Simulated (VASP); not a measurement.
# Br (P6_3/mmc) in VASP: further runs, part 2 of 3

VASP 6.6.1. The steps go on from the part before.

## 3. Single point, PBE (volume scaled by 0.45)

Input file INCAR:

```
SYSTEM = Br
PREC = Accurate
ENCUT = 520
EDIFF = 1E-7
ISMEAR = -1
SIGMA = 0.05
LREAL = .False.
LASPH = .True.
NELM = 100
ALGO = Normal
ISIF = 2
LWAVE = .False.
LCHARG = .False.
GGA = PE
NBANDS = 14
```

Input file KPOINTS:

```
Automatic mesh
0
Gamma
  14 14 8
  0 0 0
```

Input file POSCAR:

```
Br
1.0
    2.6388808427      0.0000000000      0.0000000000
   -1.3194404214      2.2853378473      0.0000000000
    0.0000000000      0.0000000000      4.2838534414
Br
2
Direct
    0.3333333333      0.6666666667      0.2500000000
    0.6666666667      0.3333333333      0.7500000000
```

Potentials or basis: VASP PAW PBE potentials, release 64 (Br).

On the command line:

```
cat potpaw_PBE.64/Br/POTCAR > POTCAR
mpirun -np 1 vasp_std > vasp.out
```

OUTCAR:

```text
SYSTEM = Br
   PREC = Accurate
   ENCUT = 520
   EDIFF = 1E-7
   ISMEAR = -1
   LREAL = .False.
   LASPH = .True.
   NELM = 100
   ISIF = 2
   GGA = PE

 ion  position               nearest neighbor table
   1  0.333  0.667  0.250-   2 2.63   2 2.63   2 2.63   2 2.63   2 2.63   2 2.63
   2  0.667  0.333  0.750-   1 2.63   1 2.63   1 2.63   1 2.63   1 2.63   1 2.63

  LATTYP: Found a hexagonal cell.
 ALAT       =     2.6388808427
 C/A-ratio  =     1.6233599381

  Lattice vectors:

 A1 = (   2.6388808427,   0.0000000000,   0.0000000000)
 A2 = (  -1.3194404214,   2.2853378473,   0.0000000000)
 A3 = (   0.0000000000,   0.0000000000,   4.2838534414)

Analysis of symmetry for initial positions (statically):
=====================================================================
 Subroutine PRICEL returns:
 Original cell was already a primitive cell.

 Routine SETGRP: Setting up the symmetry group for a
 hexagonal supercell.

 Subroutine GETGRP returns: Found 24 space group operations
 (whereof 12 operations were pure point group operations)
 out of a pool of 24 trial point group operations.

The static configuration has the point symmetry D_3d.
 The point group associated with its full space group is D_6h.

Analysis of symmetry for dynamics (positions and initial velocities):
=====================================================================
 Subroutine PRICEL returns:
 Original cell was already a primitive cell.

 Routine SETGRP: Setting up the symmetry group for a
 hexagonal supercell.

 Subroutine GETGRP returns: Found 24 space group operations
 (whereof 12 operations were pure point group operations)
 out of a pool of 24 trial point group operations.

The dynamic configuration has the point symmetry D_3d.
 The point group associated with its full space group is D_6h.

 Subroutine INISYM returns: Found 24 space group operations
 (whereof 12 operations are pure point group operations),
 and found     1 'primitive' translations

----------------------------------------------------------------------------------------

                                     Primitive cell

  volume of cell :      25.8348

  direct lattice vectors                    reciprocal lattice vectors
     2.638880843  0.000000000  0.000000000     0.378948524  0.218786032  0.000000000
    -1.319440421  2.285337847  0.000000000     0.000000000  0.437572065  0.000000000
     0.000000000  0.000000000  4.283853441     0.000000000  0.000000000  0.233434690

  length of vectors
     2.638880843  2.638880843  4.283853441     0.437572065  0.437572065  0.233434690

  position of ions in fractional coordinates (direct lattice)
     0.333333333  0.666666667  0.250000000
     0.666666667  0.333333333  0.750000000

  ion indices of the primitive-cell ions
   primitive index   ion index
                 1           1
                 2           2

----------------------------------------------------------------------------------------

 KPOINTS: Automatic mesh

Automatic generation of k-mesh.
 Grid dimensions read from file:
 generate k-points for:   14   14    8

 Generating k-lattice:

  Cartesian coordinates                     Fractional coordinates (reciprocal lattice)
     0.027067752  0.015627574  0.000000000     0.071428571  0.000000000  0.000000000
     0.000000000  0.031255147  0.000000000     0.000000000  0.071428571  0.000000000
     0.000000000  0.000000000  0.029179336     0.000000000  0.000000000  0.125000000

  Length of vectors
     0.031255147  0.031255147  0.029179336

  Shift w.r.t. Gamma in fractional coordinates (k-lattice)
     0.000000000  0.000000000  0.000000000

 Subroutine IBZKPT returns following result:
 ===========================================

 Found    120 irreducible k-points:

 Following reciprocal coordinates:
            Coordinates               Weight
  0.000000  0.000000  0.000000      1.000000
  0.071429  0.000000  0.000000      6.000000
  0.142857  0.000000  0.000000      6.000000
  0.214286  0.000000  0.000000      6.000000
  0.285714  0.000000  0.000000      6.000000
  0.357143  0.000000  0.000000      6.000000
[... 16 lines left out ...]
  0.285714  0.285714  0.000000      6.000000
  0.357143  0.285714  0.000000      6.000000
 [... further k-points ...]
   k-points           NKPTS =    120   k-points in BZ     NKDIM =    120   number of bands    NBANDS=     14
   number of dos      NEDOS =    301   number of ions     NIONS =      2
   total plane-waves  NPLWV =  12800
   dimension x,y,z NGX =    20 NGY =   20 NGZ =   32
   dimension x,y,z NGXF=    40 NGYF=   40 NGZF=   64
   ions per type =               2
   NGX,Y,Z   is equivalent  to a cutoff of  12.60, 12.60, 12.42 a.u.
   NGXF,Y,Z  is equivalent  to a cutoff of  25.20, 25.20, 24.84 a.u.
 SYSTEM =  Br
   PREC   = accura    normal or accurate (medium, high low for compatibility)
   ISTART =      0    job   : 0-new  1-cont  2-samecut
   ICHARG =      2    charge: 1-file 2-atom 10-const
   ISPIN  =      1    spin polarized calculation?
   LNONCOLLINEAR =      F non collinear calculations
   LSORBIT =      F    spin-orbit coupling
   LASPH  =      T    aspherical Exc in radial PAW
   ENCUT  =  520.0 eV  38.22 Ry    6.18 a.u.   4.91  4.91  7.97*2*pi/ulx,y,z
   NELM   =    100;   NELMIN=  2; NELMDL= -5     # of ELM steps
   EDIFF  = 0.1E-06   stopping-criterion for ELM
   LREAL  =      F    real-space projection
   EDIFFG = 0.1E-05   stopping-criterion for IOM
   NSW    =      0    number of steps for IOM
   IBRION =     -1    ionic relax: 0-MD 1-quasi-New 2-CG
   NFREE  =      0    steps in history (QN), initial steepest desc. (CG)
   ISIF   =      2    stress and relaxation
   ISYM   =      2    0-nonsym 1-usesym 2-fastsym
   POTIM  = 0.5000    time-step for ionic-motion
   TEBEG  =    0.0;   TEEND  =   0.0 temperature during run
   PSTRESS=    0.0 pullay stress
   NELECT =      14.0000    total number of electrons
   NUPDOWN=      -1.0000    fix difference up-down
   EMIN   =  10.00;   EMAX   =-10.00  energy-range for DOS
   EFERMI =   0.00;   METHOD = LEGACY
   ISMEAR =    -1;   SIGMA  =   0.05  broadening in eV -4-tet -1-fermi 0-gaus
   EFERMI_NEDOS =   21; number of points for ismear=-14 and -15
   IALGO  =     38    algorithm
   IMIX   =      4    mixing-type and parameters
     AMIX     =   0.40;   BMIX     =  1.00
     AMIX_MAG =   1.60;   BMIX_MAG =  1.00
  volume/ion in A,a.u.               =      12.92        87.17
  Fermi-wavevector in a.u.,A,eV,Ry     =   1.334697  2.522211 24.237625  1.781415
  Thomas-Fermi vector in A             =   2.463458
   LORBIT       =      0    0 simple, 1 ext, 2 COOP (PROOUT), +10 PAW based schemes
   GGA     = PE    functional components
   LHFCALC =     F    Hartree Fock is set to
   AEXX    =    0.0000 exact exchange contribution
   IVDW    =     0    specifies the selected vdW correction
   LEPSILON=     F    determine dielectric tensor
   LRPA    =     F    only Hartree local field effects (RPA)
 non-spin polarized calculation
  energy-cutoff  :      520.00
  volume of cell :       25.83
 maximum number of plane-waves:       712
 NGX is ok and might be reduce to    20
   NGX =  9   NGY =  9   NGZ = 15

 number of electron      13.9999996 magnetization

 Free energy of the ion-electron system (eV)
  ---------------------------------------------------
  ext. energy  EPLUGINS =         0.00000000
  ---------------------------------------------------
  free energy    TOTEN  =         3.35168072 eV

  energy without entropy =        3.36605440  energy(sigma->0) =        3.35886756

 E-fermi :  12.3162     XC(G=0): -12.9142

 val. band max:       12.3145746986   @ k =   0.3571   0.2143   0.5000
 cond. band min:      12.3174681835   @ k =   0.1429   0.0714   0.1250
 fundamental gap:      0.0028934850
 Fermi energy:        12.3161639816

 k-point     1 :       0.0000    0.0000    0.0000
  band No.  band energies     occupation
      1     -10.7064      2.00000
      2      -5.1125      2.00000
      3       0.2402      2.00000
      4      13.2166      0.00000
      5      13.2166      0.00000
      6      15.2994      0.00000
      7      15.2994      0.00000
      8      15.6784      0.00000
      9      21.1311      0.00000
     10      24.0272      0.00000
     11      24.4191      0.00000
     12      24.4191      0.00000
     13      26.8339      0.00000
     14      26.8339      0.00000
[... 377 lines left out ...]
      1      -4.1201      2.00000
      2      -3.3694      2.00000
      3       2.3159      2.00000
      4       5.0996      2.00000
      5       5.4840      2.00000
      6       6.9659      2.00000
      7       7.5681      2.00000
      8       8.0355      2.00000
      9      15.3808      0.00000
     10      25.7265      0.00000
     11      28.0321      0.00000
     12      28.4301      0.00000
     13      28.8936      0.00000
     14      29.3155      0.00000

 [... further k-points ...]
[... 5 lines left out ...]
  --------------------------------------------------------------------------------------
  -------------------------------------------------------------------------------------
  Total       19.6743284     19.6743284     19.7994406     -0.0000000      0.0000000      0.0000000
  in kB     1220.1288657   1220.1288657   1227.8878598     -0.0000000      0.0000000      0.0000000
  external PRESSURE =    1222.7151971 kB  Pullay stress =       0.0000000 kB

 VOLUME and BASIS-vectors are now :
 -----------------------------------------------------------------------------
  energy-cutoff  :      520.00
  volume of cell :       25.83
      direct lattice vectors                 reciprocal lattice vectors
     2.638880843  0.000000000  0.000000000     0.378948524  0.218786032  0.000000000
    -1.319440421  2.285337847  0.000000000     0.000000000  0.437572065  0.000000000
     0.000000000  0.000000000  4.283853441     0.000000000  0.000000000  0.233434690

 POSITION                                       TOTAL-FORCE (eV/Angst)
 -----------------------------------------------------------------------------------
     -0.00000      1.52356      1.07096        -0.000000      0.000000      0.000000
      1.31944      0.76178      3.21289         0.000000     -0.000000      0.000000
 -----------------------------------------------------------------------------------
    total drift:                                0.000000     -0.000000      0.000000

  FREE ENERGIE OF THE ION-ELECTRON SYSTEM (eV)
  ---------------------------------------------------
  free  energy   TOTEN  =         3.3516807236 eV

  energy  without entropy=        3.3660543988  energy(sigma->0) =        3.35886756
```

OSZICAR:

```text
N       E                     dE             d eps       ncg     rms          rms(c)
DAV:   1     0.754591839322E+02    0.75459E+02   -0.68441E+03  3360   0.931E+02
DAV:   2     0.612356284033E+01   -0.69336E+02   -0.64381E+02  4760   0.174E+02
DAV:   3     0.333883489403E+01   -0.27847E+01   -0.27528E+01  4290   0.360E+01
DAV:   4     0.332993046855E+01   -0.89044E-02   -0.89015E-02  3966   0.237E+00
DAV:   5     0.332990896627E+01   -0.21502E-04   -0.21503E-04  4298   0.112E-01    0.280E+01
DAV:   6     0.334694292258E+01    0.17034E-01   -0.10394E-02  3786   0.633E-01    0.166E+01
DAV:   7     0.335152008672E+01    0.45772E-02   -0.16523E-02  3852   0.813E-01    0.240E-01
DAV:   8     0.335168348739E+01    0.16340E-03   -0.48656E-04  4104   0.151E-01    0.643E-02
DAV:   9     0.335168241539E+01   -0.10720E-05   -0.50497E-05  4092   0.466E-02    0.226E-02
DAV:  10     0.335168089753E+01   -0.15179E-05   -0.20058E-06  4116   0.994E-03    0.139E-02
DAV:  11     0.335168070868E+01   -0.18885E-06   -0.34439E-07  3960   0.505E-03    0.620E-04
DAV:  12     0.335168072365E+01    0.14966E-07   -0.38021E-09  2406   0.482E-04
   1 F= 0.33516807E+01 E0= 0.33588676E+01  d E =-.143737E-01
```

Run time: 17 s. Hardware: 1 thread of Intel Xeon 6975P-C (Granite Rapids), shared host; peak memory 0.15 GiB.

What came out:

```
Free energy            : 3.3517 eV
Pressure               : 122.3 GPa
Band gap on the k mesh : zero (band 7 reaches 15.34 eV, above the bottom of band 8 at 8.04 eV)
```

Stress tensor (GPa, compression positive):
```
122.01   0.00   0.00
  0.00 122.01   0.00
  0.00   0.00 122.79
```

## 4. Single point, PBE (volume scaled by 0.52)

Input file INCAR:

```
SYSTEM = Br
ALGO = Normal
EDIFF = 1E-7
ENCUT = 520
GGA = PE
ISIF = 2
ISMEAR = -1
LASPH = .TRUE.
LCHARG = .FALSE.
LREAL = .FALSE.
LWAVE = .FALSE.
NBANDS = 14
NELM = 60
PREC = Accurate
SIGMA = 0.05
```

Input file KPOINTS:

```
k-points
0
G
  14 14 8
  0 0 0
```

Input file POSCAR:

```
Br
1.0
    2.8629971094      0.0000000000      0.0000000000
   -1.4314985547      2.4794282277      0.0000000000
    0.0000000000      0.0000000000      4.2055536326
Br
2
Direct
    0.3333333333      0.6666666667      0.2500000000
    0.6666666667      0.3333333333      0.7500000000
```

On the command line:

```
cat potpaw_PBE.64/Br/POTCAR > POTCAR
mpirun -np 1 vasp_std > vasp.out
```

It took 19 s on 1 thread of Intel Xeon 6975P-C (Granite Rapids), shared host; peak memory 0.17 GiB.

Results (log left out):

| Property | Result |
| --- | --- |
| Free energy | 0.9834 eV |
| Pressure | 71.9 GPa |
| Band gap on the k mesh | zero (band 7 reaches 11.38 eV, above the bottom of band 8 at 6.60 eV) |

Stress tensor (GPa, compression positive):
```
71.79  0.00  0.00
 0.00 71.79  0.00
 0.00  0.00 72.06
```

Levels at points of the mesh, in eV from the Fermi level:
| k point | band 5 | band 6 | band 7 | band 8 | band 9 | band 10 |
| --- | --- | --- | --- | --- | --- | --- |
| (0.00, 0.00, 0.00) | -0.71 | 1.55 | 1.55 | 3.45 | 6.72 | 10.97 |
| (0.50, 0.00, 0.00) | -5.98 | -3.75 | -3.10 | 0.81 | 3.82 | 8.59 |
| (0.00, 0.00, 0.50) | 0.40 | 0.40 | 0.40 | 0.40 | 8.92 | 8.92 |
| (0.50, 0.00, 0.50) | -2.02 | -2.02 | -0.70 | -0.70 | 6.73 | 6.73 |

(Continued in part 3 of 3.)
